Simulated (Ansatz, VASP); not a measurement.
## Two plane-wave programs on CdO

```
Cd O
1.0
     0.00000    2.36099    2.36099
     2.36099    0.00000    2.36099
     2.36099    2.36099    0.00000
Cd O
1 1
Direct
  0.00000 0.00000 0.00000
  0.50000 0.50000 0.50000
```

Alike in both runs: task electric field gradients; functional PBE; k mesh 6 × 6 × 6; no spin polarisation.

|  | VASP | Ansatz |
| --- | --- | --- |
| version | VASP 6.6.1 | Ansatz 0.2.0 |
| potentials or method | VASP PAW PBE potentials, release 64 (Cd, O), cutoff 520 eV | scalar-relativistic, plane waves, PAW |
| occupations | methfessel-paxton of order 1, width 0.136057 eV | cold |
| valence electrons in the cell | 18 | 26 |

Ansatz gave:

| Quantity | Value |
| --- | --- |
| gap on the k mesh at the Fermi level (eV) | none |
| pressure (GPa) | 3.9 |

Question: What did VASP give for the same quantities?

Answer: gap on the k mesh at the Fermi level (eV): none; pressure (GPa): 5.3.

A gap of «none» marks a metal or a gap that the smearing closes. VASP's potentials hold 18 valence electrons a cell and Ansatz's 26, so a difference there can come from the potentials and not from the codes.

The k mesh is coarse, so the values compare programs but aren't converged.
